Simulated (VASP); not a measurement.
# PtSe2 (pbesol) (P-3m1) in VASP: further runs, part 2 of 2

VASP 6.6.1. Earlier steps stand in the parts before.

**5. Single point, PBEsol**

This run uses another cell than the first one, of 19.84 Å³/atom, 0.979 times its volume.

Contents of INCAR:

```
ALGO = Normal ; EDIFF = 1E-6
ENCUT = 500 ; GGA = PS
GGA_COMPAT = F ; ISIF = 2
ISMEAR = 0 ; LASPH = T
LCHARG = F ; LREAL = F
LWAVE = F ; NBANDS = 18
NELM = 120 ; PREC = Accurate
SIGMA = 0.1
```

Contents of KPOINTS:

```
k-points
0
Gamma
  15 15 10
```

Contents of POSCAR:

```
PtSe2
1.0
    3.7599728626      0.0000000000      0.0000000000
   -1.8799864313      3.2562320165      0.0000000000
    0.0000000000      0.0000000000      4.8626020316
Pt Se
1 2
Direct
    0.0000000000      0.0000000000      0.0000000000
    0.3333333333      0.6666666667      0.2608579211
    0.6666666667      0.3333333333      0.7391420789
```

Potentials or basis: VASP PAW PBE potentials, release 64 (Pt, Se).

Run with:

```console
$ cat potpaw_PBE.64/Pt/POTCAR potpaw_PBE.64/Se/POTCAR > POTCAR
$ mpirun -np 1 vasp_std > vasp.out
```

OUTCAR:

```text
EDIFF = 1E-6
   ENCUT = 500
   GGA = PS
   ISIF = 2
   ISMEAR = 0
   LASPH = T
   LREAL = F
   NELM = 120
   PREC = Accurate

 ion  position               nearest neighbor table
   1  0.000  0.000  0.000-   2 2.51   3 2.51   2 2.51   3 2.51   3 2.51   2 2.51
   2  0.333  0.667  0.261-   1 2.51   1 2.51   1 2.51
   3  0.667  0.333  0.739-   1 2.51   1 2.51   1 2.51

  LATTYP: Found a hexagonal cell.
 ALAT       =     3.7599728626
 C/A-ratio  =     1.2932545551

  Lattice vectors:

 A1 = (   3.7599728626,   0.0000000000,   0.0000000000)
 A2 = (  -1.8799864313,   3.2562320165,   0.0000000000)
 A3 = (   0.0000000000,   0.0000000000,   4.8626020316)

Analysis of symmetry for initial positions (statically):
=====================================================================
 Subroutine PRICEL returns:
 Original cell was already a primitive cell.

 Routine SETGRP: Setting up the symmetry group for a
 hexagonal supercell.

 Subroutine GETGRP returns: Found 12 space group operations
 (whereof 12 operations were pure point group operations)
 out of a pool of 24 trial point group operations.

The static configuration has the point symmetry D_3d.

Analysis of symmetry for dynamics (positions and initial velocities):
=====================================================================
 Subroutine PRICEL returns:
 Original cell was already a primitive cell.

 Routine SETGRP: Setting up the symmetry group for a
 hexagonal supercell.

 Subroutine GETGRP returns: Found 12 space group operations
 (whereof 12 operations were pure point group operations)
 out of a pool of 24 trial point group operations.

The dynamic configuration has the point symmetry D_3d.

[... 107 lines left out ...]
   ISYM   =      2    0-nonsym 1-usesym 2-fastsym
   POTIM  = 0.5000    time-step for ionic-motion
   TEBEG  =    0.0;   TEEND  =   0.0 temperature during run
   PSTRESS=    0.0 pullay stress
   NELECT =      22.0000    total number of electrons
   NUPDOWN=      -1.0000    fix difference up-down
   EMIN   =  10.00;   EMAX   =-10.00  energy-range for DOS
   EFERMI =   0.00;   METHOD = LEGACY
   ISMEAR =     0;   SIGMA  =   0.10  broadening in eV -4-tet -1-fermi 0-gaus
   EFERMI_NEDOS =   21; number of points for ismear=-14 and -15
   IALGO  =     38    algorithm
   IMIX   =      4    mixing-type and parameters
     AMIX     =   0.40;   BMIX     =  1.00
     AMIX_MAG =   1.60;   BMIX_MAG =  1.00
  volume/ion in A,a.u.               =      19.84       133.92
  Fermi-wavevector in a.u.,A,eV,Ry     =   1.174788  2.220027 18.777763  1.380127
  Thomas-Fermi vector in A             =   2.311179
   LORBIT       =      0    0 simple, 1 ext, 2 COOP (PROOUT), +10 PAW based schemes
   GGA     = PS    functional components
   LHFCALC =     F    Hartree Fock is set to
   AEXX    =    0.0000 exact exchange contribution
   IVDW    =     0    specifies the selected vdW correction
   LEPSILON=     F    determine dielectric tensor
   LRPA    =     F    only Hartree local field effects (RPA)
 non-spin polarized calculation
 Gauss-broadening in eV      SIGMA  =   0.10
  energy-cutoff  :      500.00
  volume of cell :       59.53
 maximum number of plane-waves:      1533
   NGX = 13   NGY = 13   NGZ = 17

 number of electron      21.9999997 magnetization

 Free energy of the ion-electron system (eV)
  ---------------------------------------------------
  ext. energy  EPLUGINS =         0.00000000
  ---------------------------------------------------
  free energy    TOTEN  =       -15.90741094 eV

  energy without entropy =      -15.90345616  energy(sigma->0) =      -15.90543355

 E-fermi :   6.5628     XC(G=0): -10.9616

 val. band max:        6.5496273153   @ k =  -0.0667   0.3333   0.3000
 cond. band min:       6.5668683402   @ k =   0.0000   0.0667   0.2000
 fundamental gap:      0.0172410249
 Fermi energy:         6.5627526660

 k-point     1 :       0.0000    0.0000    0.0000
  band No.  band energies     occupation
      1      -9.1498      2.00000
      2      -6.0712      2.00000
      3      -0.6141      2.00000
      4       0.2215      2.00000
      5       0.2215      2.00000
      6       2.7066      2.00000
[... 481 lines left out ...]
      5       1.0737      2.00000
      6       1.6724      2.00000
[... 10 lines left out ...]
     17      15.5699      0.00000
     18      16.7952      0.00000

 [... further k-points ...]
[... 5 lines left out ...]
  --------------------------------------------------------------------------------------
  -------------------------------------------------------------------------------------
  Total        0.0412704      0.0412704      0.0199653      0.0000000      0.0000000      0.0000000
  in kB        1.1106582      1.1106582      0.5373002      0.0000000      0.0000000      0.0000000
  external PRESSURE =       0.9195389 kB  Pullay stress =       0.0000000 kB

 VOLUME and BASIS-vectors are now :
 -----------------------------------------------------------------------------
  energy-cutoff  :      500.00
  volume of cell :       59.53
      direct lattice vectors                 reciprocal lattice vectors
     3.759972863  0.000000000  0.000000000     0.265959366  0.153551712  0.000000000
    -1.879986431  3.256232016  0.000000000     0.000000000  0.307103424  0.000000000
     0.000000000  0.000000000  4.862602032     0.000000000  0.000000000  0.205651212

 POSITION                                       TOTAL-FORCE (eV/Angst)
 -----------------------------------------------------------------------------------
      0.00000      0.00000      0.00000        -0.000000      0.000000     -0.000000
     -0.00000      2.17082      1.26845         0.000000      0.000000      0.009436
      1.87999      1.08541      3.59415        -0.000000      0.000000     -0.009436
 -----------------------------------------------------------------------------------
    total drift:                               -0.000000      0.000000      0.000000

  FREE ENERGIE OF THE ION-ELECTRON SYSTEM (eV)
  ---------------------------------------------------
  free  energy   TOTEN  =       -15.9074109393 eV

  energy  without entropy=      -15.9034561583  energy(sigma->0) =      -15.90543355
```

OSZICAR:

```text
N       E                     dE             d eps       ncg     rms          rms(c)
DAV:   1     0.104491483861E+03    0.10449E+03   -0.98630E+03  8704   0.104E+03
DAV:   2    -0.119115562476E+02   -0.11640E+03   -0.11251E+03 10460   0.208E+02
DAV:   3    -0.167009620184E+02   -0.47894E+01   -0.47466E+01 10288   0.419E+01
DAV:   4    -0.167369396999E+02   -0.35978E-01   -0.35930E-01 10738   0.394E+00
DAV:   5    -0.167372821267E+02   -0.34243E-03   -0.34242E-03 10340   0.376E-01    0.127E+01
DAV:   6    -0.161612182464E+02    0.57606E+00   -0.44916E+00  8874   0.188E+01    0.779E+00
DAV:   7    -0.159340032546E+02    0.22721E+00   -0.84381E-01  8772   0.901E+00    0.383E+00
DAV:   8    -0.159101291801E+02    0.23874E-01   -0.56648E-02  9412   0.160E+00    0.818E-01
DAV:   9    -0.159073920506E+02    0.27371E-02   -0.65258E-03  9402   0.752E-01    0.199E-01
DAV:  10    -0.159074150620E+02   -0.23011E-04   -0.10507E-03  9578   0.199E-01    0.358E-02
DAV:  11    -0.159074111928E+02    0.38692E-05   -0.48587E-05 10842   0.591E-02    0.222E-02
DAV:  12    -0.159074109393E+02    0.25353E-06   -0.36551E-06  9542   0.134E-02
   1 F= -.15907411E+02 E0= -.15905434E+02  d E =-.395478E-02
```

Run time: 2.7 min. Hardware: 1 thread of Intel Xeon 6975P-C, shared host; peak memory 0.36 GiB.

What came out:

```yaml
Free_energy: -15.9074 eV
Pressure: 0.1 GPa
Largest_force: 0.009 eV/Å
Band_gap_on_the_k_mesh: zero (band 11 reaches 7.31 eV, above the bottom of band 12 at 6.48 eV)
```

Forces on the atoms (eV/Å):
```
Pt   0.000  0.000  0.000
Se   0.000  0.000  0.009
Se   0.000  0.000 -0.009
```

Caveat: the PAW data sets were made with another functional, which shifts forces and pressure a little; spin-orbit coupling is left out, which moves the levels of the heavy elements.

**6. Relaxation of cell and atoms, PBEsol**

This run uses another cell than the first one, of 19.84 Å³/atom, 0.979 times its volume.

Contents of INCAR:

```
ALGO     = Normal         # electronic algorithm
EDIFF    = 1E-7           # SCF threshold, eV
EDIFFG   = -0.001         # ionic threshold
ENCUT    = 500            # plane-wave cutoff, eV
GGA      = PS             # functional
GGA_COMPAT= False        
IBRION   = 2              # ionic algorithm
ISIF     = 3              # what is computed and relaxed
ISMEAR   = -1             # smearing method
LASPH    = True           # aspherical terms in the spheres
LCHARG   = False          # write CHGCAR
LREAL    = False          # projectors in reciprocal space
LWAVE    = False          # write WAVECAR
NELM     = 120            # most SCF steps
NELMIN   = 4            
NSW      = 80             # ionic steps
PREC     = Accurate       # precision mode
SIGMA    = 0.15           # smearing width, eV
```

Contents of KPOINTS:

```
k-points
0
Gamma
  15 15 8
```

POSCAR is that of step 5.

Potentials or basis: VASP PAW PBE potentials, release 64 (Pt, Se).

Run with:

```console
$ cat potpaw_PBE.64/Pt/POTCAR potpaw_PBE.64/Se/POTCAR > POTCAR
$ mpirun -np 1 vasp_std > vasp.out
```

Run time: 11 min. Hardware: 1 thread of Intel Xeon 6975P-C, shared host; peak memory 0.32 GiB.

Results (log left out):

```yaml
Free_energy: -15.9344 eV
Relaxed_volume: 19.83 Å³/atom
Relaxed_cell: a = 3.762 Å, b = 3.762 Å, c = 4.854 Å, α = 90.00°, β = 90.00°, γ = 120.00°
Space_group_after_relaxing_to_0.05_Å: P-3m1 (No. 164)
Energy_gained_by_relaxing: 0.0 meV/atom
Ionic_steps: 12
Pressure_after_relaxing: 0.0 GPa
Band_gap_on_the_k_mesh: zero (band 11 reaches 7.32 eV, above the bottom of band 12 at 6.48 eV)
```

Final structure:
```
Pt Se
1.0
     3.76183    0.00000    0.00000
    -1.88092    3.25784    0.00000
     0.00000    0.00000    4.85405
Pt Se
1 2
Direct
  0.00000 0.00000 0.00000
  0.33333 0.66667 0.26150
  0.66667 0.33333 0.73850
```

Levels at points of the mesh, in eV from the Fermi level:
```
           k point  band 9  band 10  band 11  band 12  band 13  band 14
(0.00, 0.00, 0.00)   -0.95    -0.95     0.82     1.24     1.24     3.32
(0.00, 0.00, 0.50)   -1.62    -1.60    -1.60     2.42     2.42     4.94
```

Caveat: the PAW data sets were made with another functional, which shifts forces and pressure a little; spin-orbit coupling is left out, which moves the levels of the heavy elements.

**7. The runs side by side**

```tsv
task	cell	k mesh	smearing	gap on the mesh (eV)	pressure (GPa)	largest force (eV/Å)
single point	a = 3.724, b = 3.724, c = 5.062 Å, angles 90.0, 90.0, 120.0°, 3 atoms	6 × 6 × 4	gaussian 0.1 eV	none	2.2	0.35
single point	a = 3.760, b = 3.760, c = 4.863 Å, angles 90.0, 90.0, 120.0°, 3 atoms	15 × 15 × 8	gaussian 0.1 eV	none	0.1	0.01
single point	a = 3.761, b = 3.761, c = 4.859 Å, angles 90.0, 90.0, 120.0°, 3 atoms	15 × 15 × 8	fermi-dirac 0.15 eV	none	0.1	0.01
single point	a = 3.760, b = 3.760, c = 4.863 Å, angles 90.0, 90.0, 120.0°, 3 atoms	15 × 15 × 10	gaussian 0.1 eV	none	0.1	0.01
relaxation of cell and atoms	relaxed from a = 3.760, b = 3.760, c = 4.863 Å, angles 90.0, 90.0, 120.0°, 3 atoms	15 × 15 × 8	fermi-dirac 0.15 eV	none	0.0	-
```

Alike in all rows: level PBEsol; potentials or basis VASP PAW PBE potentials, release 64 (Pt, Se); no spin polarisation; cutoff (eV) 500.

Caveats: the PAW data sets were made with another functional, which shifts forces and pressure a little; spin-orbit coupling is left out, which moves the levels of the heavy elements.

Total energies depend on the potentials used, so only differences within one code and one set of settings carry meaning.
